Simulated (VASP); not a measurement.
Runs of VASP 6.6.1 on Ni. The structure is that of space group P6_3/mmc (No. 194), or close to it. The cells are those of the table. This isn't the form of Ni at room conditions, which is fcc.

```csv
task,spin,cell,k mesh,cutoff (eV),gap on the mesh (eV),pressure (GPa),moment (μB)
single point,"collinear, ferromagnetic start","a = 2.414, b = 2.414, c = 3.960 Å, angles 90.0, 90.0, 120.0°, 2 atoms",17 × 17 × 9,520,none,(a),1.24
single point,"collinear, ferromagnetic start","a = 2.345, b = 2.345, c = 3.847 Å, angles 90.0, 90.0, 120.0°, 2 atoms",17 × 17 × 9,520,none,39.2,1.17
single point,"collinear, ferromagnetic start","a = 2.511, b = 2.511, c = 4.119 Å, angles 90.0, 90.0, 120.0°, 2 atoms",17 × 17 × 9,520,none,-14.4,1.31
single point,"collinear, antiferromagnetic start","a = 2.448, b = 2.448, c = 4.014 Å, angles 90.0, 90.0, 120.0°, 2 atoms",14 × 14 × 8,520,none,-0.9,0.00
single point,"collinear, ferromagnetic start","a = 2.480, b = 2.480, c = 4.067 Å, angles 90.0, 90.0, 120.0°, 2 atoms",17 × 17 × 9,520,none,-7.9,(c)
single point,"collinear, ferromagnetic start","a = 2.380, b = 2.380, c = 3.904 Å, angles 90.0, 90.0, 120.0°, 2 atoms",17 × 17 × 9,520,none,(b),1.20
single point,"collinear, ferromagnetic start","a = 2.448, b = 2.448, c = 4.014 Å, angles 90.0, 90.0, 120.0°, 2 atoms",17 × 17 × 9,520,none,0.1,1.27
relaxation of cell and atoms,"collinear, ferromagnetic start","relaxed from a = 2.492, b = 2.492, c = 4.069 Å, angles 90.0, 90.0, 120.0°, 2 atoms",14 × 14 × 8,600,none,0.1,1.19
single point,"collinear, ferromagnetic start","a = 2.542, b = 2.542, c = 4.169 Å, angles 90.0, 90.0, 120.0°, 2 atoms",17 × 17 × 9,520,none,-19.3,1.32
```

Alike in all rows: level PBEsol; potentials or basis VASP PAW PBE potentials, release 64 (Ni); smearing fermi-dirac 0.05 eV.

Estimate the missing entries.

(a) 10.2; (b) 22.9; (c) 1.29.

Caveats: the PAW data sets were made with another functional, which shifts forces and pressure a little; the cell stands under pressure (at least some runs); the cell stands under tension (at least some runs).

A gap of «none» marks levels without a gap at the run's occupations.
